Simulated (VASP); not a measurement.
# Zn (P6_3/mmc) in VASP: a series of runs, part 2 of 2

VASP 6.6.1. Earlier steps stand in the parts before.

## (3) Single point, r2SCANh+D3(BJ) (16.56 Å³/atom)

This run uses another cell than the first one, of 16.56 Å³/atom.

File POSCAR:

```
Zn
1.0
    2.7393814666      0.0000000000      0.0000000000
   -1.3696907333      2.3723739407      0.0000000000
    0.0000000000      0.0000000000      5.0950443307
Zn
2
Direct
    0.6666666667      0.3333333333      0.7500000000
    0.3333333333      0.6666666667      0.2500000000
```

File INCAR.step1:

```
SYSTEM = Zn
ALGO     = Normal         ! electronic algorithm
EDIFF    = 1E-5           ! SCF threshold, eV
ENCUT    = 520            ! plane-wave cutoff, eV
GGA      = PE             ! functional
ISIF     = 2              ! what is computed and relaxed
ISMEAR   = 0              ! smearing method
LASPH    = .TRUE.         ! aspherical terms in the spheres
LREAL    = .FALSE.        ! projectors in reciprocal space
LWAVE    = .TRUE.         ! write WAVECAR
NBANDS   = 19             ! bands
NELM     = 100            ! most SCF steps
PREC     = Accurate       ! precision mode
SIGMA    = 0.02           ! smearing width, eV
```

File INCAR.step2:

```
SYSTEM = Zn
AEXX     = 0.1            ! exact-exchange fraction
ALGO     = Normal         ! electronic algorithm
EDIFF    = 1E-7           ! SCF threshold, eV
ENCUT    = 520            ! plane-wave cutoff, eV
ISIF     = 2              ! what is computed and relaxed
ISMEAR   = 0              ! smearing method
ISTART   = 1            
IVDW     = 12             ! dispersion correction
LASPH    = .TRUE.         ! aspherical terms in the spheres
LCHARG   = .TRUE.         ! write CHGCAR
LELF     = .TRUE.         ! ELF
LHFCALC  = .TRUE.         ! exact exchange
LMIXTAU  = .TRUE.       
LREAL    = .FALSE.        ! projectors in reciprocal space
LVHAR    = .TRUE.       
LWAVE    = .FALSE.        ! write WAVECAR
METAGGA  = R2SCAN         ! meta-GGA
NBANDS   = 19             ! bands
NELM     = 100            ! most SCF steps
PREC     = Accurate       ! precision mode
PRECFOCK = Normal       
SIGMA    = 0.02           ! smearing width, eV
VDW_A1   = 0.4709       
VDW_A2   = 5.9157       
VDW_S6   = 1.0          
VDW_S8   = 1.1236
```

File KPOINTS:

```
k-points
0
G
  7 7 4
  0 0 0
```

Potentials or basis: VASP PAW PBE potentials, release 64 (Zn).

Run with:

```bash
$ cat potpaw_PBE.64/Zn/POTCAR > POTCAR
$ cp INCAR.step1 INCAR
$ mpirun -np 1 vasp_std > vasp.out
$ cp INCAR.step2 INCAR
$ mpirun -np 1 vasp_std > vasp.out
```

OUTCAR:

```text
SYSTEM = Zn
   AEXX = 0.1
   EDIFF = 1E-7
   ENCUT = 520
   ISIF = 2
   ISMEAR = 0
   ISTART = 1
   IVDW = 12
   LASPH = .TRUE.
   LHFCALC = .TRUE.
   LREAL = .FALSE.
   METAGGA = R2SCAN
   NELM = 100
   PREC = Accurate
   PRECFOCK = Normal
 IVDW          = 12

 ion  position               nearest neighbor table
   1  0.667  0.333  0.750-   2 3.00   2 3.00   2 3.00   2 3.00   2 3.00   2 3.00
   2  0.333  0.667  0.250-   1 3.00   1 3.00   1 3.00   1 3.00   1 3.00   1 3.00

  LATTYP: Found a hexagonal cell.
 ALAT       =     2.7393814666
 C/A-ratio  =     1.8599250936

  Lattice vectors:

 A1 = (   2.7393814666,   0.0000000000,   0.0000000000)
 A2 = (  -1.3696907333,   2.3723739407,   0.0000000000)
 A3 = (   0.0000000000,   0.0000000000,   5.0950443307)

Analysis of symmetry for initial positions (statically):
=====================================================================
 Subroutine PRICEL returns:
 Original cell was already a primitive cell.

 Routine SETGRP: Setting up the symmetry group for a
 hexagonal supercell.

 Subroutine GETGRP returns: Found 24 space group operations
 (whereof 12 operations were pure point group operations)
 out of a pool of 24 trial point group operations.

The static configuration has the point symmetry D_3d.
 The point group associated with its full space group is D_6h.

Analysis of symmetry for dynamics (positions and initial velocities):
=====================================================================
 Subroutine PRICEL returns:
 Original cell was already a primitive cell.

 Routine SETGRP: Setting up the symmetry group for a
 hexagonal supercell.

 Subroutine GETGRP returns: Found 24 space group operations
 (whereof 12 operations were pure point group operations)
 out of a pool of 24 trial point group operations.

The dynamic configuration has the point symmetry D_3d.
 The point group associated with its full space group is D_6h.

 Subroutine INISYM returns: Found 24 space group operations
 (whereof 12 operations are pure point group operations),
 and found     1 'primitive' translations

----------------------------------------------------------------------------------------

                                     Primitive cell

  volume of cell :      33.1119

  direct lattice vectors                    reciprocal lattice vectors
     2.739381467  0.000000000  0.000000000     0.365045910  0.210759354  0.000000000
    -1.369690733  2.372373941  0.000000000     0.000000000  0.421518709  0.000000000
     0.000000000  0.000000000  5.095044331     0.000000000  0.000000000  0.196269146

  length of vectors
     2.739381467  2.739381467  5.095044331     0.421518709  0.421518709  0.196269146

  position of ions in fractional coordinates (direct lattice)
     0.666666667  0.333333333  0.750000000
     0.333333333  0.666666667  0.250000000

  ion indices of the primitive-cell ions
   primitive index   ion index
                 1           1
                 2           2

----------------------------------------------------------------------------------------

 KPOINTS: k-points

Automatic generation of k-mesh.
 Grid dimensions read from file:
[... 25 lines left out ...]
  0.428571  0.000000  0.000000      6.000000
  0.142857  0.142857  0.000000      6.000000
  0.285714  0.142857  0.000000     12.000000
[... 16 lines left out ...]
  0.428571  0.142857  0.500000      6.000000
  0.285714  0.285714  0.500000      6.000000
   k-points           NKPTS =     24   k-points in BZ     NKDIM =    196   number of bands    NBANDS=     19
   number of dos      NEDOS =    301   number of ions     NIONS =      2
   total plane-waves  NPLWV =  16000
   dimension x,y,z NGX =    20 NGY =   20 NGZ =   40
   dimension x,y,z NGXF=    40 NGYF=   40 NGZF=   80
   ions per type =               2
   NGX,Y,Z   is equivalent  to a cutoff of  12.14, 12.14, 13.05 a.u.
   NGXF,Y,Z  is equivalent  to a cutoff of  24.27, 24.27, 26.10 a.u.
 SYSTEM =  Zn
   PREC   = accura    normal or accurate (medium, high low for compatibility)
   ISTART =      1    job   : 0-new  1-cont  2-samecut
   ICHARG =      0    charge: 1-file 2-atom 10-const
   ISPIN  =      1    spin polarized calculation?
   LNONCOLLINEAR =      F non collinear calculations
   LSORBIT =      F    spin-orbit coupling
   LASPH  =      T    aspherical Exc in radial PAW
   ENCUT  =  520.0 eV  38.22 Ry    6.18 a.u.   5.09  5.09  9.47*2*pi/ulx,y,z
   NELM   =    100;   NELMIN=  2; NELMDL=  0     # of ELM steps
   EDIFF  = 0.1E-06   stopping-criterion for ELM
   LREAL  =      F    real-space projection
   EDIFFG = 0.1E-05   stopping-criterion for IOM
   NSW    =      0    number of steps for IOM
   IBRION =     -1    ionic relax: 0-MD 1-quasi-New 2-CG
   NFREE  =      0    steps in history (QN), initial steepest desc. (CG)
   ISIF   =      2    stress and relaxation
   ISYM   =      3    0-nonsym 1-usesym 2-fastsym
   POTIM  = 0.5000    time-step for ionic-motion
   TEBEG  =    0.0;   TEEND  =   0.0 temperature during run
   PSTRESS=    0.0 pullay stress
   NELECT =      24.0000    total number of electrons
   NUPDOWN=      -1.0000    fix difference up-down
   EMIN   =  10.00;   EMAX   =-10.00  energy-range for DOS
   EFERMI =   0.00;   METHOD = LEGACY
   ISMEAR =     0;   SIGMA  =   0.02  broadening in eV -4-tet -1-fermi 0-gaus
   EFERMI_NEDOS =   21; number of points for ismear=-14 and -15
   IALGO  =     38    algorithm
   IMIX   =      1    mixing-type and parameters
     AMIX     =   0.40;   BMIX     =  1.00
     AMIX_MAG =   1.60;   BMIX_MAG =  1.00
  volume/ion in A,a.u.               =      16.56       111.72
  Fermi-wavevector in a.u.,A,eV,Ry     =   1.470564  2.778964 29.423409  2.162560
  Thomas-Fermi vector in A             =   2.585806
   LORBIT       =      0    0 simple, 1 ext, 2 COOP (PROOUT), +10 PAW based schemes
   METAGGA = R2SCAN    functional components
   LHFCALC =     T    Hartree Fock is set to
   PRECFOCK=normal    Normal, Fast or Accurate (Low or Medium for compatibility)
   ENCUT4O =  -1.0   cutoff for four orbital integrals eV
   NKREDX  =     1    reduce k-point grid by
   NKREDY  =     1    reduce k-point grid by
   NKREDZ  =     1    reduce k-point grid by
   AEXX    =    0.1000 exact exchange contribution
   HFSCREEN=    0.0000 screening length (either q_TF or 0.3 A-1)
   HFSCREENC=   0.0000 screening length for correlation (either q_TF or 0.3 A-1)
   ENCUTFOCK=  -1.0 apply spherical cutoff to Coloumb kernel
   IVDW    =    12    specifies the selected vdW correction
   LEPSILON=     F    determine dielectric tensor
   LRPA    =     F    only Hartree local field effects (RPA)
 non-spin polarized calculation
 Gauss-broadening in eV      SIGMA  =   0.02
  energy-cutoff  :      520.00
  volume of cell :       33.11
 maximum number of plane-waves:       909
  NGX = 16; NGY = 16; NGZ = 30

 number of electron      23.9999988 magnetization

 Free energy of the ion-electron system (eV)
  ---------------------------------------------------
  ext. energy  EPLUGINS =         0.00000000
  ---------------------------------------------------
  free energy    TOTEN  =       -16.44694912 eV

  energy without entropy =      -16.44668363  energy(sigma->0) =      -16.44681638

 E-fermi :   2.3195     XC(G=0): -11.0365

 val. band max:        2.2999600967   @ k =   0.2857   0.1429   0.0000
 cond. band min:       2.8177743942   @ k =   0.0000   0.0000   0.2500
 fundamental gap:      0.5178142975
 Fermi energy:         2.3195185872

 k-point     1 :       0.0000    0.0000    0.0000
  band No.  band energies     occupation
      1      -8.4171      2.00000
      2      -7.1566      2.00000
      3      -6.6210      2.00000
      4      -6.4029      2.00000
      5      -6.4028      2.00000
      6      -6.3610      2.00000
[... 505 lines left out ...]
      6      -6.3552      2.00000
[... 11 lines left out ...]
     18      13.8747      0.00000
     19      18.2229      0.00000

------------------------ aborting loop because EDIFF is reached ----------------------------------------

 Edisp (eV)   -0.40145

 E8    (eV) :    -0.1652

  FORCE on cell =-STRESS in cart. coord.  units (eV):
  Direction    XX          YY          ZZ          XY          YZ          ZX
  --------------------------------------------------------------------------------------
  -------------------------------------------------------------------------------------
  Total      -2.49982    -2.49982    -1.57173     0.00000     0.00000     0.00000
  in kB    -120.95822  -120.95822   -76.05112     0.00000     0.00000     0.00000
  external pressure =     -105.99 kB  Pullay stress =        0.00 kB

 VOLUME and BASIS-vectors are now :
 -----------------------------------------------------------------------------
  energy-cutoff  :      520.00
  volume of cell :       33.11
      direct lattice vectors                 reciprocal lattice vectors
     2.739381467  0.000000000  0.000000000     0.365045910  0.210759354  0.000000000
    -1.369690733  2.372373941  0.000000000     0.000000000  0.421518709  0.000000000
     0.000000000  0.000000000  5.095044331     0.000000000  0.000000000  0.196269146

 POSITION                                       TOTAL-FORCE (eV/Angst)
 -----------------------------------------------------------------------------------
      1.36969      0.79079      3.82128         0.000000      0.000000     -0.000000
     -0.00000      1.58158      1.27376        -0.000000     -0.000000      0.000000
 -----------------------------------------------------------------------------------
    total drift:                                0.000000      0.000000     -0.000000

  FREE ENERGIE OF THE ION-ELECTRON SYSTEM (eV)
  ---------------------------------------------------
  free  energy   TOTEN  =       -16.8483984161 eV

  energy  without entropy=      -16.8481329259  energy(sigma->0) =      -16.84826567
```

Run time: 65 min. Hardware: 1 thread of Intel Xeon Platinum 8488C (Sapphire Rapids), shared host; peak memory 0.16 GiB.

Results:

```
Free energy                : -16.8484 eV
Pressure                   : -10.6 GPa
Band gap on the k mesh     : zero (bands 12 and 13 overlap by 5.13 eV)
Dispersion energy per atom : -0.201 eV
```

Levels at points of the mesh, in eV from the Fermi level:
```
           k point  band 9  band 10  band 11  band 12  band 13  band 14  band 15  band 16
(0.00, 0.00, 0.00)   -8.41    -8.23    -8.23    -3.56    -3.47    14.12    17.56    17.98
(0.00, 0.00, 0.50)   -8.30    -8.30    -8.30    -8.30     4.96     4.96    19.26    19.26
```

Caveat: the k points lie up to 0.38 Å⁻¹ apart, too coarse for converged energies and pressures of a metal; the PAW data sets were made with another functional, which shifts forces and pressure a little.

The gap in the log of VASP goes by the Fermi energy; the results here count the filled bands.